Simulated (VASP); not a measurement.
Runs of VASP 6.6.1 on Au. The structure is that of space group I4/mmm (No. 139), or close to it. The cells are those of the table. 

```tsv
cell	further INCAR settings	gap on the mesh (eV)	pressure (GPa)
a = 2.858, b = 2.858, c = 2.974 Å, angles 58.6, 58.6, 62.7°, 1 atom	ALGO = Fast; EDIFF = 1e-06; NBANDS = 12	none	-5.0
a = 3.007, b = 3.007, c = 2.722 Å, angles 63.1, 63.1, 53.8°, 1 atom	ALGO = Fast; EDIFF = 1e-06; NBANDS = 12	none	-2.5
a = 2.946, b = 2.946, c = 2.802 Å, angles 61.6, 61.6, 56.8°, 1 atom	ALGO = Fast; EDIFF = 1e-06; NBANDS = 12	none	(a)
a = 3.074, b = 3.074, c = 2.651 Å, angles 64.5, 64.5, 51.1°, 1 atom	ALGO = Fast; EDIFF = 1e-07; NBANDS = 12	none	1.7
```

Alike in all rows: task single point; level LDA; potentials or basis VASP PAW LDA potentials, release 64 (Au); no spin polarisation; k mesh 22 × 22 × 22; cutoff (eV) 520; smearing gaussian 0.15 eV.

Fill in the values left out.

(a) -4.7.

Caveats: spin-orbit coupling is left out, which moves the levels of the heavy elements; the cell stands under tension (at least some runs); the stress differs along the axes, from -10 to 1 GPa (at least some runs); the stress differs along the axes, from -12 to 9 GPa (at least some runs).

A k mesh can miss the band edges, and the runs leave out spin-orbit coupling on Au.

A gap of «none» marks levels without a gap at the run's occupations.
